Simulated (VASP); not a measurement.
# NiO: single point with PBE+U

The system is NiO.

```xyz
2
Lattice="0.0000 2.3247 2.3247 2.3247 0.0000 2.3247 2.3247 2.3247 0.0000" Properties=species:S:1:pos:R:3 pbc="T T T"
Ni    0.0000    0.0000    0.0000
O     1.1624    1.1624    1.1624
```

```yaml
Program: VASP 6.6.1
Task: single point
Functional: PBE
Potentials_or_basis: VASP PAW PBE potentials, release 64 (Ni, O)
Cutoff: 520 eV
k_mesh: 6 × 6 × 6
Occupations: gaussian, width 0.05 eV
Spin: collinear spin, ferromagnetic start
Starting_moments: "[1.89, 0.0] μB"
Hubbard_terms: Ni d U = 6.2 eV
```

```
Pressure                                              : -15.6 GPa
Band gap on the k mesh                                : zero (filled and empty bands overlap)
Net moment                                            : 2.00 μB per cell
Site moments                                          : Ni +1.70; O +0.30 μB
Valence electrons inside the program's atomic spheres : Ni 8.98; O 4.94
```

Levels at points of the mesh, in eV from the Fermi level:
Spin up:
| k point | band 7 | band 8 | band 9 | band 10 | band 11 | band 12 |
| --- | --- | --- | --- | --- | --- | --- |
| (0.00, 0.00, 0.00) | -1.57 | -1.57 | -1.57 | 0.10 | 13.24 | 13.24 |
| (0.50, 0.00, 0.00) | -5.45 | -2.21 | -2.21 | 5.15 | 6.55 | 12.41 |
| (0.50, 0.50, 0.00) | -3.95 | -3.50 | -3.50 | 4.54 | 8.71 | 9.97 |
Spin down:
```tsv
k point	band 4	band 5	band 6	band 7	band 8	band 9	band 10	band 11
(0.00, 0.00, 0.00)	-4.38	-4.38	-4.38	0.29	1.58	1.58	1.58	13.53
(0.50, 0.00, 0.00)	-5.07	-3.29	-3.29	-0.52	0.75	0.75	5.46	7.10
(0.50, 0.50, 0.00)	-3.98	-3.98	-3.10	-1.18	0.04	0.04	5.35	9.32
```

Eigenvalues of the final occupation matrices:
| site | spin | trace | eigenvalues |
| --- | --- | --- | --- |
| site 1 d | 1 | 4.97 | 0.98 0.98 1.00 1.00 1.00 |
| site 1 d | 2 | 3.30 | 0.45 0.45 0.45 0.97 0.97 |

It took 34 s on 1 thread of AMD EPYC 7R43 64-Core Processor (Zen 3), with other jobs on the host, peak memory 0.12 GiB.

Caveat: the k points lie up to 0.39 Å⁻¹ apart; a cell with one magnetic atom can't hold antiferromagnetic order, which such compounds often take. The state reached can hang on the start; a lower one may exist.
